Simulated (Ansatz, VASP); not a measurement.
**Two plane-wave programs on RhCl**

Contents of INCAR:

```
SYSTEM = RhCl
PREC     = Accurate       ! precision mode
ENCUT    = 600            ! plane-wave cutoff, eV
EDIFF    = 1E-6           ! SCF threshold, eV
ISMEAR   = 0              ! smearing method
SIGMA    = 0.1            ! smearing width, eV
LREAL    = .FALSE.        ! projectors in reciprocal space
LASPH    = .TRUE.         ! aspherical terms in the spheres
NELM     = 80             ! most SCF steps
ALGO     = Normal         ! electronic algorithm
ISIF     = 3              ! what is computed and relaxed
LWAVE    = .FALSE.        ! write WAVECAR
LCHARG   = .FALSE.        ! write CHGCAR
GGA      = PE             ! functional
IBRION   = 2              ! ionic algorithm
NSW      = 90             ! ionic steps
EDIFFG   = -0.04          ! ionic threshold
```

The input KPOINTS:

```
regular mesh
0
G
  4 4 4
  0 0 0
```

The input POSCAR:

```
RhCl
1.0
    3.9972552783      0.0000000000      0.0000000000
    0.0000000000      3.9972552783      0.0000000000
    0.0000000000      0.0000000000      5.0508796315
Rh Cl
2 2
Direct
    0.0000000000      0.5000000000      0.2351000000
    0.5000000000      0.0000000000      0.7649000000
    0.0000000000      0.0000000000      0.0000000000
    0.5000000000      0.5000000000      0.0000000000
```

Input for Ansatz:

```yaml
crystal:
  lattice:
    - [3.9972552783, 0.0, 0.0]
    - [0.0, 3.9972552783, 0.0]
    - [0.0, 0.0, 5.0508796315]
  atoms:
    - { symbol: Rh, position: [0.0, 0.5, 0.2351] }
    - { symbol: Rh, position: [0.5, 0.0, 0.7649] }
    - { symbol: Cl, position: [0.0, 0.0, 0.0] }
    - { symbol: Cl, position: [0.5, 0.5, 0.0] }
basis:
  ecutwfc: 420
kpoints:
  mp_grid: { grid: [4, 4, 4] }
hamiltonian:
  xc: pbe
scf:
  occupations: { method: gaussian, width: 0.1 }
  lower_state_search: "off"
output:
  forces: true
  stress: true
  eigenvalues: true
relax:
  adjacent_minimum: "off"
  f_tol: 0.04
  max_steps: 70
  cell: { stress_tol: 0.4 }
```

Alike in both runs: task relaxation of cell and atoms; functional PBE; k mesh 4 × 4 × 4; occupations gaussian, width 0.1 eV; no spin polarisation.

```csv
,VASP,Ansatz
version,VASP 6.6.1,Ansatz 0.2.0
potentials or method,"VASP PAW PBE potentials, release 64 (Rh_pv, Cl), cutoff 600 eV","scalar-relativistic, plane waves, PAW"
valence electrons in the cell,44,48
```

|  | VASP | Ansatz | Ansatz less VASP |
| --- | --- | --- | --- |
| gap on the k mesh at the Fermi level, each at its own relaxed structure (eV) | none | none | - |
| relaxed volume (Å³/atom) | 17.16 | 17.22 | +0.060 |
| relaxed cell length with the largest relative difference (Å) | 2.916 | 2.924 | +0.0089 |

A gap of «none» marks a metal or a gap that the smearing closes. VASP's potentials hold 44 valence electrons a cell and Ansatz's 48, so a difference there can come from the potentials and not from the codes.

The k mesh is coarse, so the values compare programs but aren't converged.
